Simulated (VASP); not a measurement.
Set up this calculation in VASP 6.6.1, as the native input.

```
Task                   : relaxation of cell and atoms
Functional             : PBE
Potentials or basis    : VASP PAW PBE potentials, release 64 (Yb, B)
Cutoff                 : 600 eV
k mesh                 : 10 × 10 × 7
Occupations            : fermi-dirac, width 0.1 eV
Spin                   : no spin polarisation
Target pressure        : -2 GPa
Dipole correction      : no
Further INCAR settings : ALGO = Normal; EDIFF = 1e-06; IBRION = 2; EDIFFG = -0.03; NSW = 60; ISIF = 3
```

The structure of YbB2 lies in POSCAR:

```
YbB2
1.0
    3.2503000000      0.0000000000      0.0000000000
   -1.6251500000      2.8148423700      0.0000000000
    0.0000000000      0.0000000000      3.7315000000
Yb B
1 2
Direct
    0.0000000000      0.0000000000      0.0000000000
    0.3333333333      0.6666666667      0.5000000000
    0.6666666667      0.3333333333      0.5000000000
```

The input as run:

INCAR

```
SYSTEM = YbB2
ALGO = Normal
EDIFF = 1E-6
EDIFFG = -0.03
ENCUT = 600
GGA = PE
IBRION = 2
ISIF = 3
ISMEAR = -1
LASPH = .TRUE.
LCHARG = .FALSE.
LREAL = .FALSE.
LWAVE = .FALSE.
NELM = 80
NSW = 60
PREC = Accurate
PSTRESS = -20.0
SIGMA = 0.1
```

KPOINTS

```
k-points
0
G
  10 10 7
  0 0 0
```

Potentials or basis: VASP PAW PBE potentials, release 64 (Yb, B).

Command:

```bash
$ cat potpaw_PBE.64/Yb/POTCAR potpaw_PBE.64/B/POTCAR > POTCAR
$ mpirun -np 1 vasp_std > vasp.out
```

It gave:

```yaml
Relaxed_volume: 11.79 Å³/atom
Relaxed_cell: a = 3.249 Å, b = 3.249 Å, c = 3.870 Å, α = 90.00°, β = 90.00°, γ = 120.00°
Space_group_after_relaxing_to_0.1_Å: P6/mmm (No. 191)
Energy_change_on_relaxing_the_run_minimises_the_enthalpy: -8.1 meV/atom
Ionic_steps: 11
Pressure_after_relaxing: -2.2 GPa
Band_gap_on_the_k_mesh: zero (bands 15 and 16 overlap by 1.22 eV)
```

Caveat: the cell is relaxed towards a set pressure, so the run minimises the enthalpy, not the energy; spin-orbit coupling is left out, which moves the levels of the heavy elements.

Wall time 23 min on 1 thread of Intel Xeon 8259CL (shared host), peak memory 0.22 GiB.
